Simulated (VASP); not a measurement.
# Te (I4_1/amd) in VASP: further runs

Runs on Te. Level: PBE. Tasks: relaxation of cell and atoms, single point.

Everything below comes from runs of VASP 6.6.1. Logs are shortened: lines on timing, memory, paths and dates and some standing lists are left out, and cuts for length are marked.

## Step 1: The cell of the first run

The structure is tetragonal, space group I4_1/amd (No. 141). Conventional cell: a = 8.048 Å, b = 8.048 Å, c = 2.903 Å, α = 90.00°, β = 90.00°, γ = 90.00°. Within 3.8 Å of Te (site symmetry 2/m) lie 10 Te at 2.90 to 3.58 Å.

## Step 2: Relaxation of cell and atoms, PBE

Input file INCAR:

```
ALGO = Normal
EDIFF = 1E-6
EDIFFG = -0.04
ENCUT = 600
GGA = PE
IBRION = 2
ISIF = 3
ISMEAR = 0
LASPH = True
LCHARG = False
LREAL = False
LWAVE = False
NELM = 100
NSW = 90
PREC = Accurate
SIGMA = 0.1
```

Input file KPOINTS:

```
k-points
0
Gamma
  6 6 6
```

Input file POSCAR:

```
Te
1.0
   -4.0242342700      4.0242342700      1.4517178700
    4.0242342700     -4.0242342700      1.4517178700
    4.0242342700      4.0242342700     -1.4517178700
Te
4
Direct
    0.3750000000      0.6250000000      0.7500000000
    0.8750000000      0.6250000000      0.2500000000
    0.3750000000      0.1250000000      0.7500000000
    0.3750000000      0.6250000000      0.2500000000
```

Potentials or basis: VASP PAW PBE potentials, release 64 (Te).

Run with:

```sh
$ cat potpaw_PBE.64/Te/POTCAR > POTCAR
$ mpirun -np 1 vasp_std > vasp.out
```

OUTCAR:

```text
EDIFF = 1E-6
   EDIFFG = -0.04
   ENCUT = 600
   GGA = PE
   IBRION = 2
   ISIF = 3
   ISMEAR = 0
   LASPH = True
   LREAL = False
   NELM = 100
   NSW = 90
   PREC = Accurate

 ion  position               nearest neighbor table
   1  0.375  0.625  0.750-   3 2.94   4 2.94   4 2.94   3 2.94   4 3.58   3 3.58   3 3.58   4 3.58

   2  0.875  0.625  0.250-   3 2.94   4 2.94   4 2.94   3 2.94   4 3.58   3 3.58   4 3.58   3 3.58

   3  0.375  0.125  0.750-   1 2.94   2 2.94   1 2.94   2 2.94   1 3.58   1 3.58   2 3.58   2 3.58

   4  0.375  0.625  0.250-   1 2.94   2 2.94   1 2.94   2 2.94   1 3.58   2 3.58   2 3.58   1 3.58

  LATTYP: Found a body centered tetragonal cell.
 ALAT       =     8.0484685400
 C/A-ratio  =     0.3607438764

  Lattice vectors:

 A1 = (  -4.0242342700,   4.0242342700,   1.4517178700)
 A2 = (   4.0242342700,  -4.0242342700,   1.4517178700)
 A3 = (   4.0242342700,   4.0242342700,  -1.4517178700)

Analysis of symmetry for initial positions (statically):
=====================================================================
 Subroutine PRICEL returns:
 Original cell was already a primitive cell.

 Routine SETGRP: Setting up the symmetry group for a
 body centered tetragonal supercell.

 Subroutine GETGRP returns: Found 16 space group operations
 (whereof  8 operations were pure point group operations)
 out of a pool of 16 trial point group operations.

The static configuration has the point symmetry D_2d.
 The point group associated with its full space group is D_4h.

Analysis of symmetry for dynamics (positions and initial velocities):
=====================================================================
 Subroutine PRICEL returns:
 Original cell was already a primitive cell.

 Routine SETGRP: Setting up the symmetry group for a
 body centered tetragonal supercell.

 Subroutine GETGRP returns: Found 16 space group operations
 (whereof  8 operations were pure point group operations)
 out of a pool of 16 trial point group operations.

The dynamic configuration has the point symmetry D_2d.
 The point group associated with its full space group is D_4h.

 Subroutine INISYM returns: Found 16 space group operations
 (whereof  8 operations are pure point group operations),
 and found     1 'primitive' translations

----------------------------------------------------------------------------------------

                                     Primitive cell

  volume of cell :      94.0392

  direct lattice vectors                    reciprocal lattice vectors
    -4.024234270  4.024234270  1.451717870     0.000000000  0.124247240  0.344419539
     4.024234270 -4.024234270  1.451717870     0.124247240  0.000000000  0.344419539
     4.024234270  4.024234270 -1.451717870     0.124247240  0.124247240  0.000000000

  length of vectors
     5.873364257  5.873364257  5.873364257     0.366145047  0.366145047  0.175712131

  position of ions in fractional coordinates (direct lattice)
     0.375000000  0.625000000  0.750000000
     0.875000000  0.625000000  0.250000000
     0.375000000  0.125000000  0.750000000
     0.375000000  0.625000000  0.250000000

  ion indices of the primitive-cell ions
   primitive index   ion index
                 1           1
                 2           2
                 3           3
                 4           4

----------------------------------------------------------------------------------------

 KPOINTS: k-points

Automatic generation of k-mesh.
 Grid dimensions read from file:
 generate k-points for:    6    6    6

 Generating k-lattice:

  Cartesian coordinates                     Fractional coordinates (reciprocal lattice)
     0.000000000  0.020707873  0.057403257     0.166666667  0.000000000  0.000000000
     0.020707873  0.000000000  0.057403257     0.000000000  0.166666667  0.000000000
     0.020707873  0.020707873  0.000000000     0.000000000  0.000000000  0.166666667

  Length of vectors
     0.061024175  0.061024175  0.029285355

  Shift w.r.t. Gamma in fractional coordinates (k-lattice)
     0.000000000  0.000000000  0.000000000

 Subroutine IBZKPT returns following result:
 ===========================================

 Found     30 irreducible k-points:

 Following reciprocal coordinates:
            Coordinates               Weight
  0.000000  0.000000  0.000000      1.000000
  0.166667 -0.000000  0.000000      8.000000
  0.333333  0.000000 -0.000000      8.000000
  0.500000  0.000000 -0.000000      4.000000
  0.166667  0.166667  0.000000      8.000000
  0.333333  0.166667 -0.000000     16.000000
[... 16 lines left out ...]
 -0.333333 -0.333333  0.166667      8.000000
 -0.166667 -0.333333  0.166667      8.000000
 [... further k-points ...]
   k-points           NKPTS =     30   k-points in BZ     NKDIM =     30   number of bands    NBANDS=     16
   number of dos      NEDOS =    301   number of ions     NIONS =      4
   total plane-waves  NPLWV = 110592
   dimension x,y,z NGX =    48 NGY =   48 NGZ =   48
   dimension x,y,z NGXF=    96 NGYF=   96 NGZF=   96
   ions per type =               4
   NGX,Y,Z   is equivalent  to a cutoff of  13.59, 13.59, 13.59 a.u.
   NGXF,Y,Z  is equivalent  to a cutoff of  27.17, 27.17, 27.17 a.u.
 SYSTEM =  unknown system
   PREC   = accura    normal or accurate (medium, high low for compatibility)
   ISTART =      0    job   : 0-new  1-cont  2-samecut
   ICHARG =      2    charge: 1-file 2-atom 10-const
   ISPIN  =      1    spin polarized calculation?
   LNONCOLLINEAR =      F non collinear calculations
   LSORBIT =      F    spin-orbit coupling
   LASPH  =      T    aspherical Exc in radial PAW
   ENCUT  =  600.0 eV  44.10 Ry    6.64 a.u.  11.73 11.73 11.73*2*pi/ulx,y,z
   NELM   =    100;   NELMIN=  2; NELMDL= -5     # of ELM steps
   EDIFF  = 0.1E-05   stopping-criterion for ELM
   LREAL  =      F    real-space projection
   EDIFFG = -.4E-01   stopping-criterion for IOM
   NSW    =     90    number of steps for IOM
   IBRION =      2    ionic relax: 0-MD 1-quasi-New 2-CG
   NFREE  =      1    steps in history (QN), initial steepest desc. (CG)
   ISIF   =      3    stress and relaxation
   ISYM   =      2    0-nonsym 1-usesym 2-fastsym
   POTIM  = 0.5000    time-step for ionic-motion
   TEBEG  =    0.0;   TEEND  =   0.0 temperature during run
   PSTRESS=    0.0 pullay stress
   NELECT =      24.0000    total number of electrons
   NUPDOWN=      -1.0000    fix difference up-down
   EMIN   =  10.00;   EMAX   =-10.00  energy-range for DOS
   EFERMI =   0.00;   METHOD = LEGACY
   ISMEAR =     0;   SIGMA  =   0.10  broadening in eV -4-tet -1-fermi 0-gaus
   EFERMI_NEDOS =   21; number of points for ismear=-14 and -15
   IALGO  =     38    algorithm
   IMIX   =      4    mixing-type and parameters
     AMIX     =   0.40;   BMIX     =  1.00
     AMIX_MAG =   1.60;   BMIX_MAG =  1.00
  volume/ion in A,a.u.               =      23.51       158.65
  Fermi-wavevector in a.u.,A,eV,Ry     =   1.038426  1.962341 14.671559  1.078329
  Thomas-Fermi vector in A             =   2.172910
   LORBIT       =      0    0 simple, 1 ext, 2 COOP (PROOUT), +10 PAW based schemes
   GGA     = PE    functional components
   LHFCALC =     F    Hartree Fock is set to
   AEXX    =    0.0000 exact exchange contribution
   IVDW    =     0    specifies the selected vdW correction
   LEPSILON=     F    determine dielectric tensor
   LRPA    =     F    only Hartree local field effects (RPA)
 conjugate gradient relaxation of ions
 non-spin polarized calculation
 Gauss-broadening in eV      SIGMA  =   0.10
  energy-cutoff  :      600.00
  volume of cell :       94.04
 maximum number of plane-waves:      3158
   NGX = 23   NGY = 23   NGZ = 23

--------------------------------------- Ionic step        1  -------------------------------------------

 number of electron      23.9999999 magnetization

 Free energy of the ion-electron system (eV)
  ---------------------------------------------------
  ext. energy  EPLUGINS =         0.00000000
  ---------------------------------------------------
  free energy    TOTEN  =       -10.01681796 eV

  energy without entropy =      -10.00510144  energy(sigma->0) =      -10.01095970

 E-fermi :  11.0444     XC(G=0): -10.8431

 val. band max:       11.0305584687   @ k =   0.5000   0.3333   0.0000
 cond. band min:      11.0943011906   @ k =  -0.1667   0.3333   0.1667
 fundamental gap:      0.0637427220
 Fermi energy:        11.0444117864

 k-point     1 :       0.0000    0.0000    0.0000
  band No.  band energies     occupation
      1      -5.1289      2.00000
      2      -2.1894      2.00000
      3      -2.1894      2.00000
      4       0.9596      2.00000
      5       2.7028      2.00000
      6       2.7285      2.00000
[... 8 lines left out ...]
     15      14.6998      0.00000
     16      15.4147      0.00000
[... 1076 lines left out ...]
 POSITION                                       TOTAL-FORCE (eV/Angst)
 -----------------------------------------------------------------------------------
      4.35796      2.17898      0.40671         0.000000      0.000000     -0.000000
      0.00000      2.17898      2.03354         0.000000     -0.000000      0.000000
      2.17898      4.35796     -0.40671         0.000000     -0.000000      0.000000
      2.17898     -0.00000      1.22012        -0.000000      0.000000      0.000000
 -----------------------------------------------------------------------------------
    total drift:                                0.000000     -0.000000     -0.000000

  FREE ENERGIE OF THE ION-ELECTRON SYSTEM (eV)
  ---------------------------------------------------
  free  energy   TOTEN  =       -12.0005155322 eV

  energy  without entropy=      -11.9850286914  energy(sigma->0) =      -11.99277211

--------------------------------------- Ionic step        6  -------------------------------------------

 number of electron      24.0000001 magnetization

 Free energy of the ion-electron system (eV)
  ---------------------------------------------------
  ext. energy  EPLUGINS =         0.00000000
  ---------------------------------------------------
  free energy    TOTEN  =       -12.00151584 eV

  energy without entropy =      -11.98444121  energy(sigma->0) =      -11.99297852

 E-fermi :   6.9880     XC(G=0):  -9.6164

 val. band max:        6.9453534321   @ k =  -0.3333   0.1667   0.0000
 cond. band min:       6.9886000956   @ k =   0.5000   0.3333   0.0000
 fundamental gap:      0.0432466635
 Fermi energy:         6.9879591116

 k-point     1 :       0.0000    0.0000    0.0000
  band No.  band energies     occupation
      1      -6.7325      2.00000
      2      -4.7228      2.00000
      3      -4.7228      2.00000
      4      -2.6758      2.00000
      5       0.9102      2.00000
      6       0.9559      2.00000
[... 8 lines left out ...]
     15      10.1905      0.00000
     16      10.5997      0.00000
[... 459 lines left out ...]
 POSITION                                       TOTAL-FORCE (eV/Angst)
 -----------------------------------------------------------------------------------
      4.34218      2.17109      0.40889         0.000000      0.000000     -0.000000
     -0.00000      2.17109      2.04444         0.000000      0.000000      0.000000
      2.17109      4.34218     -0.40889        -0.000000     -0.000000      0.000000
      2.17109      0.00000      1.22667         0.000000     -0.000000     -0.000000
 -----------------------------------------------------------------------------------
    total drift:                                0.000000     -0.000000     -0.000000

  FREE ENERGIE OF THE ION-ELECTRON SYSTEM (eV)
  ---------------------------------------------------
  free  energy   TOTEN  =       -12.0015158379 eV

  energy  without entropy=      -11.9844412070  energy(sigma->0) =      -11.99297852

 reached required accuracy - stopping structural energy minimisation
```

Run time: 4.5 min. Hardware: 1 thread of Intel Xeon Platinum 8259CL at 2.50GHz (Skylake/Cascade Lake), shared host; peak memory 0.35 GiB.

What came out:

```yaml
Free_energy: -12.0015 eV
Relaxed_volume: 30.84 Å³/atom
Relaxed_cell: a = 6.355 Å, b = 6.355 Å, c = 6.355 Å, α = 93.80°, β = 93.80°, γ = 150.17°
Space_group_after_relaxing_to_0.05_Å: I4_1/amd (No. 141)
Energy_gained_by_relaxing: 496.2 meV/atom
Ionic_steps: 6
Pressure_after_relaxing: 0.1 GPa
```

Step by step:
```tsv
step	energy change (eV)	largest force (eV/Å)	pressure (GPa)	volume (Å³)
1	0.0000	0.0000	27.24	94.04
2	-0.9676	0.0000	-7.05	159.44
3	-1.9820	0.0000	-0.31	124.37
4	-1.9825	0.0000	-0.03	123.71
5	-1.9837	0.0000	0.01	123.59
6	-1.9847	0.0000	0.09	123.35
```

Final structure:
```
Te
1.0
    -4.34218    4.34218    1.63555
     4.34218   -4.34218    1.63555
     4.34218    4.34218   -1.63555
Te
4
Direct
  0.37500 0.62500 0.75000
  0.87500 0.62500 0.25000
  0.37500 0.12500 0.75000
  0.37500 0.62500 0.25000
```

Caveat: the k points lie up to 0.34 Å⁻¹ apart in the final cell; the volume moved by over 15 % at a fixed basis, so the end points are rough; the bands computed are all filled at some k points, so no gap is given; spin-orbit coupling is left out, which moves the levels of the heavy elements.

## Step 3: Single point, PBE

This run uses another cell than the first one, of 31.07 Å³/atom, 1.321 times its volume.

Input file INCAR:

```
  PREC = Accurate
  ENCUT = 520
  EDIFF = 1E-6
  ISMEAR = 0
  SIGMA = 0.1
  LREAL = F
  LASPH = T
  NELM = 80
  ALGO = Normal
  ISIF = 2
  LWAVE = F
  LCHARG = F
  GGA = PE
  NBANDS = 20
```

Input file KPOINTS:

```
regular mesh
0
Gamma
  16 16 16
```

Input file POSCAR:

```
Te
1.0
   -4.4040338973      4.4040338973      1.6018029911
    4.4040338973     -4.4040338973      1.6018029911
    4.4040338973      4.4040338973     -1.6018029911
Te
4
Direct
    0.3750000000      0.6250000000      0.7500000000
    0.8750000000      0.6250000000      0.2500000000
    0.3750000000      0.1250000000      0.7500000000
    0.3750000000      0.6250000000      0.2500000000
```

Potentials or basis: VASP PAW PBE potentials, release 64 (Te).

Run with:

```sh
$ cat potpaw_PBE.64/Te/POTCAR > POTCAR
$ mpirun -np 1 vasp_std > vasp.out
```

Run time: 12 min. Hardware: 1 thread of Intel Xeon Platinum 8259CL at 2.50GHz (Skylake/Cascade Lake), shared host; peak memory 0.78 GiB.

Results (log left out):

```
Free energy            : -12.1011 eV
Pressure               : -0.1 GPa
Band gap on the k mesh : zero (band 12 reaches 9.26 eV, above the bottom of band 13 at 5.73 eV)
```

Levels at points of the mesh, in eV from the Fermi level:
| k point | band 9 | band 10 | band 11 | band 12 | band 13 | band 14 | band 15 | band 16 |
| --- | --- | --- | --- | --- | --- | --- | --- | --- |
| (0.00, 0.00, 0.00) | 1.35 | 1.35 | 1.90 | 2.27 | 2.41 | 2.59 | 2.59 | 2.91 |
| (0.50, 0.00, 0.00) | -2.67 | -2.12 | -1.24 | -1.22 | -1.13 | -0.76 | 2.35 | 2.39 |
| (0.50, 0.50, 0.00) | -1.23 | -1.23 | 1.77 | 1.77 | 2.34 | 2.34 | 2.70 | 2.70 |
| (0.50, 0.50, 0.50) | -2.18 | -2.18 | -2.16 | -2.16 | 2.05 | 2.05 | 2.60 | 2.60 |

Caveat: spin-orbit coupling is left out, which moves the levels of the heavy elements.
